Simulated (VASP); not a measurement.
# Co2PdO4 in VASP: single point with PBEsol

Aim: the single point of Co2PdO4 with PBEsol.

All numbers are computed with VASP 6.6.1; they aren't measurements. Logs are shortened: lines on timing, memory, paths and dates and some standing lists are left out, and cuts for length are marked.

### 1 The cell of the first run

The cell holds a slab with vacuum, 7 atoms: a = 2.815 Å, b = 2.815 Å, c = 24.781 Å, α = 90.00°, β = 90.00°, γ = 120.00°.

### 2 Single point, PBEsol

Contents of INCAR:

```
SYSTEM = Co2PdO4
PREC = Accurate
ENCUT = 520
EDIFF = 1E-6
ISMEAR = 0
SIGMA = 0.1
LREAL = .FALSE.
LASPH = .TRUE.
NELM = 100
ALGO = Normal
ISIF = 2
LWAVE = .FALSE.
LCHARG = .TRUE.
LDIPOL = .TRUE.
IDIPOL = 3
DIPOL = 0.5 0.5 0.500
GGA = PS
LELF = .TRUE.
LVHAR = .TRUE.
LVACPOTAV = .TRUE.
NBANDS = 35
```

Contents of KPOINTS:

```
regular mesh
0
G
  12 12 1
  0 0 0
```

Contents of POSCAR:

```
Co2PdO4
1.0
    2.8149341055      0.0000000000      0.0000000000
   -1.4074670527      2.4378044453      0.0000000000
    0.0000000000      0.0000000000     24.7806301527
O Co Pd
4 2 1
Direct
    0.0000000000      0.0000000000      0.3430098407
    0.6666666667      0.3333333333      0.4199436431
    0.6666666667      0.3333333333      0.5799502231
    0.3333333333      0.6666666667      0.6548808179
    0.3333333333      0.6666666667      0.3814767419
    0.0000000000      0.0000000000      0.6194262589
    0.6666666667      0.3333333333      0.4999112170
```

Potentials or basis: VASP PAW PBE potentials, release 64 (O, Co, Pd).

The run is started by

```console
cat potpaw_PBE.64/O/POTCAR potpaw_PBE.64/Co/POTCAR potpaw_PBE.64/Pd/POTCAR > POTCAR
mpirun -np 1 vasp_std > vasp.out
```

OUTCAR:

```text
SYSTEM = Co2PdO4
   PREC = Accurate
   ENCUT = 520
   EDIFF = 1E-6
   ISMEAR = 0
   LREAL = .FALSE.
   LASPH = .TRUE.
   NELM = 100
   ISIF = 2
   GGA = PS

 ion  position               nearest neighbor table
   1  0.000  0.000  0.343-   5 1.88   5 1.88   5 1.88
   2  0.667  0.333  0.420-   5 1.88   5 1.88   5 1.88   7 1.98
   3  0.667  0.333  0.580-   6 1.90   6 1.90   6 1.90   7 1.98
   4  0.333  0.667  0.655-   6 1.85   6 1.85   6 1.85
   5  0.333  0.667  0.381-   2 1.88   1 1.88   2 1.88   1 1.88   1 1.88   2 1.88
   6  0.000  0.000  0.619-   4 1.85   4 1.85   4 1.85   3 1.90   3 1.90   3 1.90
   7  0.667  0.333  0.500-   2 1.98   3 1.98

  LATTYP: Found a hexagonal cell.
 ALAT       =     2.8149341055
 C/A-ratio  =     8.8032718437

  Lattice vectors:

 A1 = (   2.8149341055,   0.0000000000,   0.0000000000)
 A2 = (  -1.4074670527,   2.4378044453,   0.0000000000)
 A3 = (   0.0000000000,   0.0000000000,  24.7806301527)

Analysis of symmetry for initial positions (statically):
=====================================================================
 Subroutine PRICEL returns:
 Original cell was already a primitive cell.

 Routine SETGRP: Setting up the symmetry group for a
 hexagonal supercell.

 Subroutine GETGRP returns: Found  6 space group operations
 (whereof  6 operations were pure point group operations)
 out of a pool of 24 trial point group operations.

The static configuration has the point symmetry C_3v.

Analysis of symmetry for dynamics (positions and initial velocities):
=====================================================================
 Subroutine PRICEL returns:
 Original cell was already a primitive cell.

 Routine SETGRP: Setting up the symmetry group for a
 hexagonal supercell.

 Subroutine GETGRP returns: Found  6 space group operations
 (whereof  6 operations were pure point group operations)
 out of a pool of 24 trial point group operations.

The dynamic configuration has the point symmetry C_3v.

 Subroutine INISYM returns: Found  6 space group operations
 (whereof  6 operations are pure point group operations),
 and found     1 'primitive' translations

----------------------------------------------------------------------------------------

                                     Primitive cell

  volume of cell :     170.0511

  direct lattice vectors                    reciprocal lattice vectors
     2.814934105  0.000000000  0.000000000     0.355248103  0.205102588  0.000000000
    -1.407467053  2.437804445  0.000000000     0.000000000  0.410205175  0.000000000
     0.000000000  0.000000000 24.780630153     0.000000000  0.000000000  0.040354099

  length of vectors
     2.814934105  2.814934105 24.780630153     0.410205175  0.410205175  0.040354099

  position of ions in fractional coordinates (direct lattice)
     0.000000000  0.000000000  0.343009841
     0.666666667  0.333333333  0.419943643
     0.666666667  0.333333333  0.579950223
     0.333333333  0.666666667  0.654880818
     0.333333333  0.666666667  0.381476742
     0.000000000  0.000000000  0.619426259
     0.666666667  0.333333333  0.499911217

  ion indices of the primitive-cell ions
   primitive index   ion index
                 1           1
                 2           2
                 3           3
                 4           4
                 5           5
                 6           6
                 7           7

----------------------------------------------------------------------------------------

 KPOINTS: regular mesh

Automatic generation of k-mesh.
 Grid dimensions read from file:
 generate k-points for:   12   12    1

 Generating k-lattice:

  Cartesian coordinates                     Fractional coordinates (reciprocal lattice)
     0.029604009  0.017091882  0.000000000     0.083333333  0.000000000  0.000000000
     0.000000000  0.034183765  0.000000000     0.000000000  0.083333333  0.000000000
     0.000000000  0.000000000  0.040354099     0.000000000  0.000000000  1.000000000

  Length of vectors
     0.034183765  0.034183765  0.040354099

  Shift w.r.t. Gamma in fractional coordinates (k-lattice)
     0.000000000  0.000000000  0.000000000

 Subroutine IBZKPT returns following result:
 ===========================================

 Found     19 irreducible k-points:

 Following reciprocal coordinates:
            Coordinates               Weight
  0.000000  0.000000  0.000000      1.000000
  0.083333 -0.000000  0.000000      6.000000
  0.166667 -0.000000  0.000000      6.000000
  0.250000  0.000000  0.000000      6.000000
  0.333333 -0.000000  0.000000      6.000000
  0.416667 -0.000000  0.000000      6.000000
[... 11 lines left out ...]
  0.333333  0.250000  0.000000     12.000000
  0.333333  0.333333  0.000000      2.000000
   k-points           NKPTS =     19   k-points in BZ     NKDIM =     19   number of bands    NBANDS=     35
   number of dos      NEDOS =    301   number of ions     NIONS =      7
   total plane-waves  NPLWV = 110592
   dimension x,y,z NGX =    24 NGY =   24 NGZ =  192
   dimension x,y,z NGXF=    48 NGYF=   48 NGZF=  384
   ions per type =               4   2   1
   NGX,Y,Z   is equivalent  to a cutoff of  14.17, 14.17, 12.88 a.u.
   NGXF,Y,Z  is equivalent  to a cutoff of  28.35, 28.35, 25.76 a.u.
 SYSTEM =  Co2PdO4
   PREC   = accura    normal or accurate (medium, high low for compatibility)
   ISTART =      0    job   : 0-new  1-cont  2-samecut
   ICHARG =      2    charge: 1-file 2-atom 10-const
   ISPIN  =      1    spin polarized calculation?
   LNONCOLLINEAR =      F non collinear calculations
   LSORBIT =      F    spin-orbit coupling
   LASPH  =      T    aspherical Exc in radial PAW
   ENCUT  =  520.0 eV  38.22 Ry    6.18 a.u.   5.23  5.23 46.08*2*pi/ulx,y,z
   NELM   =    100;   NELMIN=  2; NELMDL= -5     # of ELM steps
   EDIFF  = 0.1E-05   stopping-criterion for ELM
   LREAL  =      F    real-space projection
   EDIFFG = 0.1E-04   stopping-criterion for IOM
   NSW    =      0    number of steps for IOM
   IBRION =     -1    ionic relax: 0-MD 1-quasi-New 2-CG
   NFREE  =      0    steps in history (QN), initial steepest desc. (CG)
   ISIF   =      2    stress and relaxation
   ISYM   =      2    0-nonsym 1-usesym 2-fastsym
   POTIM  = 0.5000    time-step for ionic-motion
   TEBEG  =    0.0;   TEEND  =   0.0 temperature during run
   PSTRESS=    0.0 pullay stress
   NELECT =      52.0000    total number of electrons
   NUPDOWN=      -1.0000    fix difference up-down
   EMIN   =  10.00;   EMAX   =-10.00  energy-range for DOS
   EFERMI =   0.00;   METHOD = LEGACY
   ISMEAR =     0;   SIGMA  =   0.10  broadening in eV -4-tet -1-fermi 0-gaus
   EFERMI_NEDOS =   21; number of points for ismear=-14 and -15
   IALGO  =     38    algorithm
   IMIX   =      4    mixing-type and parameters
     AMIX     =   0.40;   BMIX     =  1.00
     AMIX_MAG =   1.60;   BMIX_MAG =  1.00
  volume/ion in A,a.u.               =      24.29       163.94
  Fermi-wavevector in a.u.,A,eV,Ry     =   1.102934  2.084243 16.550985  1.216463
  Thomas-Fermi vector in A             =   2.239384
   LORBIT       =      0    0 simple, 1 ext, 2 COOP (PROOUT), +10 PAW based schemes
   GGA     = PS    functional components
   LHFCALC =     F    Hartree Fock is set to
   AEXX    =    0.0000 exact exchange contribution
   IVDW    =     0    specifies the selected vdW correction
   LEPSILON=     F    determine dielectric tensor
   LRPA    =     F    only Hartree local field effects (RPA)
 non-spin polarized calculation
 Gauss-broadening in eV      SIGMA  =   0.10
  energy-cutoff  :      520.00
  volume of cell :      170.05
 maximum number of plane-waves:      4624
 NGX is ok and might be reduce to    24
   NGX = 11   NGY = 11   NGZ = 93

 dipolmoment           0.000000      0.000000      0.006612 electrons x Angstroem

 number of electron      52.0000001 magnetization

 dipolmoment           0.000000      0.000000     -0.011280 electrons x Angstroem

 Free energy of the ion-electron system (eV)
  ---------------------------------------------------
  ext. energy  EPLUGINS =         0.00000000
  ---------------------------------------------------
  free energy    TOTEN  =       -48.66342866 eV

  energy without entropy =      -48.62854783  energy(sigma->0) =      -48.64598824

 E-fermi :  -1.8910     XC(G=0):  -5.4248

 val. band max:       -1.8931214041   @ k =   0.1667   0.0833   0.0000
 cond. band min:      -1.8822027810   @ k =   0.0833  -0.0000   0.0000
 fundamental gap:      0.0109186231
 Fermi energy:        -1.8909889452

 k-point     1 :       0.0000    0.0000    0.0000
  band No.  band energies     occupation
      1     -22.3892      2.00000
      2     -22.2183      2.00000
      3     -20.0577      2.00000
      4     -19.8336      2.00000
      5      -9.5391      2.00000
      6      -8.4794      2.00000
[... 27 lines left out ...]
     34       5.0340      0.00000
     35       5.4604      0.00000

 k-point     2 :       0.0833   -0.0000    0.0000
  band No.  band energies     occupation
      1     -22.3062      2.00000
      2     -22.1368      2.00000
      3     -20.0530      2.00000
      4     -19.8241      2.00000
      5      -9.5126      2.00000
      6      -8.4574      2.00000
[... 27 lines left out ...]
     34       5.2154      0.00000
     35       5.6467      0.00000

 k-point     3 :       0.1667   -0.0000    0.0000
  band No.  band energies     occupation
      1     -22.0731      2.00000
      2     -21.9071      2.00000
      3     -20.0420      2.00000
      4     -19.7969      2.00000
      5      -9.4543      2.00000
      6      -8.4865      2.00000
[... 27 lines left out ...]
     34       5.7512      0.00000
     35       6.1790      0.00000
[... 533 lines left out ...]
 k-point    18 :       0.3333    0.2500    0.0000
  band No.  band energies     occupation
      1     -20.9587      2.00000
      2     -20.7281      2.00000
      3     -19.9486      2.00000
      4     -19.5382      2.00000
      5      -9.0431      2.00000
      6      -8.8404      2.00000
[... 27 lines left out ...]
     34       9.4809      0.00000
     35      10.5802      0.00000

 k-point    19 :       0.3333    0.3333    0.0000
  band No.  band energies     occupation
      1     -20.9244      2.00000
      2     -20.6911      2.00000
      3     -19.9260      2.00000
      4     -19.5116      2.00000
      5      -8.9176      2.00000
      6      -8.6530      2.00000
[... 27 lines left out ...]
     34       8.8888      0.00000
     35      11.3311      0.00000

------------------------ aborting loop because EDIFF is reached ----------------------------------------

  FORCE on cell =-STRESS in cart. coord.  units (eV):
  Direction    XX          YY          ZZ          XY          YZ          ZX
  --------------------------------------------------------------------------------------
  -------------------------------------------------------------------------------------
  Total       -1.2530793     -1.2530793     -1.0032320     -0.0000000      0.0000000     -0.0000000
  in kB      -11.8061880    -11.8061880     -9.4521916     -0.0000000      0.0000000     -0.0000000
  external PRESSURE =     -11.0215225 kB  Pullay stress =       0.0000000 kB

 VOLUME and BASIS-vectors are now :
 -----------------------------------------------------------------------------
  energy-cutoff  :      520.00
  volume of cell :      170.05
      direct lattice vectors                 reciprocal lattice vectors
     2.814934105  0.000000000  0.000000000     0.355248103  0.205102588  0.000000000
    -1.407467053  2.437804445  0.000000000     0.000000000  0.410205175  0.000000000
     0.000000000  0.000000000 24.780630153     0.000000000  0.000000000  0.040354099

 POSITION                                       TOTAL-FORCE (eV/Angst)
 -----------------------------------------------------------------------------------
      0.00000      0.00000      8.50000        -0.000000     -0.000000      1.124644
      1.40747      0.81260     10.40647        -0.000000     -0.000000      0.180854
      1.40747      0.81260     14.37153        -0.000000      0.000000     -0.056009
     -0.00000      1.62520     16.22836        -0.000000     -0.000000      0.030117
     -0.00000      1.62520      9.45323         0.000000     -0.000000     -1.276758
      0.00000      0.00000     15.34977         0.000000     -0.000000     -0.005219
      1.40747      0.81260     12.38811         0.000000     -0.000000      0.002369
 -----------------------------------------------------------------------------------
    total drift:                               -0.000000      0.000000      0.000512

  FREE ENERGIE OF THE ION-ELECTRON SYSTEM (eV)
  ---------------------------------------------------
  free  energy   TOTEN  =       -48.6634286575 eV

  energy  without entropy=      -48.6285478313  energy(sigma->0) =      -48.64598824

 vacuum level on the upper side and lower side of the slab         5.440         5.770
```

Wall time 9.4 min (1 thread of Intel Xeon 8259CL, shared host); peak memory 0.39 GiB.

What came out:

```yaml
Free_energy: -48.6634 eV
Largest_force: 1.277 eV/Å
Band_gap_on_the_k_mesh: zero (bands 26 and 27 overlap by 0.21 eV)
```

Forces in eV/Å, atoms in the order of the input:
```
O    0.000  0.000  1.125
O    0.000  0.000  0.181
O    0.000  0.000 -0.056
O    0.000  0.000  0.030
Co   0.000  0.000 -1.277
Co   0.000  0.000 -0.005
Pd   0.000  0.000  0.002
```

Caveat: the PAW data sets were made with another functional, which shifts forces and pressure a little; the run has no spin polarisation, though such a crystal can be magnetic; semilocal functionals often make such compounds metallic where correlation or magnetic order opens a gap, which also shifts bond lengths. With open d or f shells a metallic result of PBEsol can be an artefact of self-interaction; +U or a hybrid may open a gap.
